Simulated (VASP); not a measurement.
# As (Fm-3m) in VASP: single point with LDA

Aim: the single point of As with LDA.

Program: VASP 6.6.1. These are calculated values, not measurements. Logs are shortened: lines on timing, memory, paths and dates and some standing lists are left out, and cuts for length are marked.

## 1. The cell of the first run

It takes space group Fm-3m (No. 225, cubic). Conventional cell: a = 4.174 Å, b = 4.174 Å, c = 4.174 Å, α = 90.00°, β = 90.00°, γ = 90.00°. Within 3.9 Å of As (site symmetry m-3m) lie 12 As at 2.95 Å.

## 2. Single point, LDA

File INCAR:

```
SYSTEM = As
PREC     = Accurate       ! precision mode
ENCUT    = 520            ! plane-wave cutoff, eV
EDIFF    = 1E-6           ! SCF threshold, eV
ISMEAR   = -1             ! smearing method
SIGMA    = 0.13605693000000002 ! smearing width, eV
LREAL    = .False.        ! projectors in reciprocal space
LASPH    = .True.         ! aspherical terms in the spheres
NELM     = 60             ! most SCF steps
ALGO     = Normal         ! electronic algorithm
ISIF     = 2              ! what is computed and relaxed
LWAVE    = .False.        ! write WAVECAR
LCHARG   = .True.         ! write CHGCAR
GGA      = CA             ! functional
LELF     = .True.         ! ELF
LVHAR    = .True.       
NBANDS   = 8              ! bands
```

File KPOINTS:

```
Automatic mesh
0
Gamma
  14 14 14
  0 0 0
```

File POSCAR:

```
As
1.0
    0.0000000000      2.0871092412      2.0871092412
    2.0871092412      0.0000000000      2.0871092412
    2.0871092412      2.0871092412      0.0000000000
As
1
Direct
    0.0000000000      0.0000000000      0.0000000000
```

Potentials or basis: VASP PAW LDA potentials, release 64 (As).

Command:

```sh
$ cat potpaw_LDA.64/As/POTCAR > POTCAR
$ mpirun -np 1 vasp_std > vasp.out
```

OUTCAR:

```text
SYSTEM = As
   PREC = Accurate
   ENCUT = 520
   EDIFF = 1E-6
   ISMEAR = -1
   LREAL = .False.
   LASPH = .True.
   NELM = 60
   ISIF = 2
   GGA = CA

 ion  position               nearest neighbor table
   1  0.000  0.000  0.000-

  LATTYP: Found a face centered cubic cell.
 ALAT       =     4.1742184824

  Lattice vectors:

 A1 = (   0.0000000000,   2.0871092412,   2.0871092412)
 A2 = (   2.0871092412,   0.0000000000,   2.0871092412)
 A3 = (   2.0871092412,   2.0871092412,   0.0000000000)

Analysis of symmetry for initial positions (statically):
=====================================================================
 Subroutine PRICEL returns:
 Original cell was already a primitive cell.

 Routine SETGRP: Setting up the symmetry group for a
 face centered cubic supercell.

 Subroutine GETGRP returns: Found 48 space group operations
 (whereof 48 operations were pure point group operations)
 out of a pool of 48 trial point group operations.

The static configuration has the point symmetry O_h .

Analysis of symmetry for dynamics (positions and initial velocities):
=====================================================================
 Subroutine PRICEL returns:
 Original cell was already a primitive cell.

 Routine SETGRP: Setting up the symmetry group for a
 face centered cubic supercell.

 Subroutine GETGRP returns: Found 48 space group operations
 (whereof 48 operations were pure point group operations)
 out of a pool of 48 trial point group operations.

The dynamic configuration has the point symmetry O_h .

 Subroutine INISYM returns: Found 48 space group operations
 (whereof 48 operations are pure point group operations),
 and found     1 'primitive' translations

----------------------------------------------------------------------------------------

                                     Primitive cell

  volume of cell :      18.1830

  direct lattice vectors                    reciprocal lattice vectors
     0.000000000  2.087109241  2.087109241    -0.239565802  0.239565802  0.239565802
     2.087109241  0.000000000  2.087109241     0.239565802 -0.239565802  0.239565802
     2.087109241  2.087109241  0.000000000     0.239565802  0.239565802 -0.239565802

  length of vectors
     2.951618195  2.951618195  2.951618195     0.414940141  0.414940141  0.414940141

  position of ions in fractional coordinates (direct lattice)
     0.000000000  0.000000000  0.000000000

[... 75 lines left out ...]
   EDIFF  = 0.1E-05   stopping-criterion for ELM
   LREAL  =      F    real-space projection
   EDIFFG = 0.1E-04   stopping-criterion for IOM
   NSW    =      0    number of steps for IOM
   IBRION =     -1    ionic relax: 0-MD 1-quasi-New 2-CG
   NFREE  =      0    steps in history (QN), initial steepest desc. (CG)
   ISIF   =      2    stress and relaxation
   ISYM   =      2    0-nonsym 1-usesym 2-fastsym
   POTIM  = 0.5000    time-step for ionic-motion
   TEBEG  =    0.0;   TEEND  =   0.0 temperature during run
   PSTRESS=    0.0 pullay stress
   NELECT =       5.0000    total number of electrons
   NUPDOWN=      -1.0000    fix difference up-down
   EMIN   =  10.00;   EMAX   =-10.00  energy-range for DOS
   EFERMI =   0.00;   METHOD = LEGACY
   ISMEAR =    -1;   SIGMA  =   0.14  broadening in eV -4-tet -1-fermi 0-gaus
   EFERMI_NEDOS =   21; number of points for ismear=-14 and -15
   IALGO  =     38    algorithm
   IMIX   =      4    mixing-type and parameters
     AMIX     =   0.40;   BMIX     =  1.00
     AMIX_MAG =   1.60;   BMIX_MAG =  1.00
  volume/ion in A,a.u.               =      18.18       122.70
  Fermi-wavevector in a.u.,A,eV,Ry     =   1.064575  2.011755 15.419758  1.133320
  Thomas-Fermi vector in A             =   2.200098
   LORBIT       =      0    0 simple, 1 ext, 2 COOP (PROOUT), +10 PAW based schemes
   GGA     = CA    functional components
   LHFCALC =     F    Hartree Fock is set to
   AEXX    =    0.0000 exact exchange contribution
   IVDW    =     0    specifies the selected vdW correction
   LEPSILON=     F    determine dielectric tensor
   LRPA    =     F    only Hartree local field effects (RPA)
 non-spin polarized calculation
  energy-cutoff  :      520.00
  volume of cell :       18.18
 maximum number of plane-waves:       531
 NGX is ok and might be reduce to    24
   NGX = 11   NGY = 11   NGZ = 11

 number of electron       4.9999999 magnetization

 Free energy of the ion-electron system (eV)
  ---------------------------------------------------
  ext. energy  EPLUGINS =         0.00000000
  ---------------------------------------------------
  free energy    TOTEN  =        -4.90621669 eV

  energy without entropy =       -4.86496788  energy(sigma->0) =       -4.88559229

 E-fermi :   7.1496     XC(G=0): -11.0908

 val. band max:        7.0633753154   @ k =  -0.2857   0.2143   0.0714
 cond. band min:       7.1600720432   @ k =  -0.4286   0.3571   0.1429
 fundamental gap:      0.0966967278
 Fermi energy:         7.1496143592

 k-point     1 :       0.0000    0.0000    0.0000
  band No.  band energies     occupation
      1      -8.4588      2.00000
      2      13.1518      0.00000
      3      13.1518      0.00000
      4      13.1518      0.00000
      5      19.7101      0.00000
      6      19.7101      0.00000
      7      19.7101      0.00000
      8      21.9243      0.00000
[... 243 lines left out ...]
 k-point    24 :       0.2857    0.1429    0.0000
  band No.  band energies     occupation
      1      -6.6515      2.00000
      2       6.7671      1.88659
      3      10.3835      0.00000
      4      10.6939      0.00000
      5      16.5384      0.00000
      6      18.5298      0.00000
      7      22.4587      0.00000
      8      22.9228      0.00000

 [... further k-points ...]

------------------------ aborting loop because EDIFF is reached ----------------------------------------

  FORCE on cell =-STRESS in cart. coord.  units (eV):
  Direction    XX          YY          ZZ          XY          YZ          ZX
  --------------------------------------------------------------------------------------
  -------------------------------------------------------------------------------------
  Total        0.0040093      0.0040093      0.0040093      0.0000000      0.0000000     -0.0000000
  in kB        0.3532729      0.3532729      0.3532729      0.0000000      0.0000000     -0.0000000
  external PRESSURE =       0.3532729 kB  Pullay stress =       0.0000000 kB

 VOLUME and BASIS-vectors are now :
 -----------------------------------------------------------------------------
  energy-cutoff  :      520.00
  volume of cell :       18.18
      direct lattice vectors                 reciprocal lattice vectors
     0.000000000  2.087109241  2.087109241    -0.239565802  0.239565802  0.239565802
     2.087109241  0.000000000  2.087109241     0.239565802 -0.239565802  0.239565802
     2.087109241  2.087109241  0.000000000     0.239565802  0.239565802 -0.239565802

 POSITION                                       TOTAL-FORCE (eV/Angst)
 -----------------------------------------------------------------------------------
      0.00000      0.00000      0.00000         0.000000      0.000000      0.000000
 -----------------------------------------------------------------------------------
    total drift:                               -0.000000     -0.000000     -0.000000

  FREE ENERGIE OF THE ION-ELECTRON SYSTEM (eV)
  ---------------------------------------------------
  free  energy   TOTEN  =        -4.9062166939 eV

  energy  without entropy=       -4.8649678809  energy(sigma->0) =       -4.88559229
```

OSZICAR:

```text
N       E                     dE             d eps       ncg     rms          rms(c)
DAV:   1     0.120093063158E+01    0.12009E+01   -0.21201E+03  1664   0.472E+02
DAV:   2    -0.485967264678E+01   -0.60606E+01   -0.59336E+01  2424   0.493E+01
DAV:   3    -0.491396236291E+01   -0.54290E-01   -0.54177E-01  1912   0.494E+00
DAV:   4    -0.491399577260E+01   -0.33410E-04   -0.33410E-04  2664   0.142E-01
DAV:   5    -0.491399577554E+01   -0.29368E-08   -0.30238E-08  1928   0.813E-04    0.226E+00
DAV:   6    -0.490876947263E+01    0.52263E-02   -0.24574E-03  1896   0.232E-01    0.132E+00
DAV:   7    -0.490622965860E+01    0.25398E-02   -0.42145E-03  1768   0.304E-01    0.479E-02
DAV:   8    -0.490621660829E+01    0.13050E-04   -0.33707E-05  2088   0.410E-02    0.748E-03
DAV:   9    -0.490621669391E+01   -0.85615E-07   -0.39217E-07  2248   0.420E-03
   1 F= -.49062167E+01 E0= -.48855923E+01  d E =-.412488E-01
```

Wall time 7.5 s (1 thread of AMD EPYC 9R45 (Zen 5), shared host); peak memory 0.1 GiB.

Results:

```
Free energy : -4.9062 eV
Pressure    : 0.0 GPa
```
